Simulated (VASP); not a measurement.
# CdTe2: single point with PBE

CdTe2:

```
Cd Te
1.0
     2.10915    1.21772    5.87103
    -2.10915    1.21772    5.87103
     0.00000   -2.43543    5.87103
Cd Te
1 2
Cartesian
  0.0000 0.0000 0.0000
  0.0000 0.0000 13.4673
  0.0000 0.0000 4.1458
```

* Program: VASP 6.6.1
* Task: single point
* Functional: PBE
* Potentials or basis: VASP PAW PBE potentials, release 64 (Cd, Te)
* Cutoff: 520 eV
* k mesh: 6 × 6 × 6
* Occupations: gaussian, width 0.1 eV
* Spin: no spin polarisation

```yaml
Pressure: -0.1 GPa
Largest_force: 0.027 eV/Å
Band_gap_on_the_k_mesh: zero (band 12 reaches 5.25 eV, above the bottom of band 13 at 3.57 eV)
```

Forces in eV/Å, atoms in the order of the input:
```
Cd   0.000  0.000  0.000
Te   0.000  0.000  0.027
Te   0.000  0.000 -0.027
```

Levels at points of the mesh, in eV from the Fermi level:
| k point | band 10 | band 11 | band 12 | band 13 | band 14 | band 15 |
| --- | --- | --- | --- | --- | --- | --- |
| (0.00, 0.00, 0.00) | -0.64 | 0.07 | 0.07 | 0.56 | 2.44 | 3.65 |
| (0.50, 0.00, 0.00) | -2.06 | -1.95 | -1.39 | -1.14 | 2.77 | 3.50 |
| (0.50, 0.50, 0.00) | -2.39 | -0.78 | 0.55 | 0.64 | 0.90 | 4.05 |
| (0.50, 0.50, 0.50) | -0.96 | -0.96 | 0.32 | 0.32 | 4.15 | 4.45 |

Wall time 37 s on 1 thread of Intel(R) Xeon(R) 6975P-C (Granite Rapids), on a shared host, peak memory 0.34 GiB.

Caveat: spin-orbit coupling is left out, which moves the levels of the heavy elements.
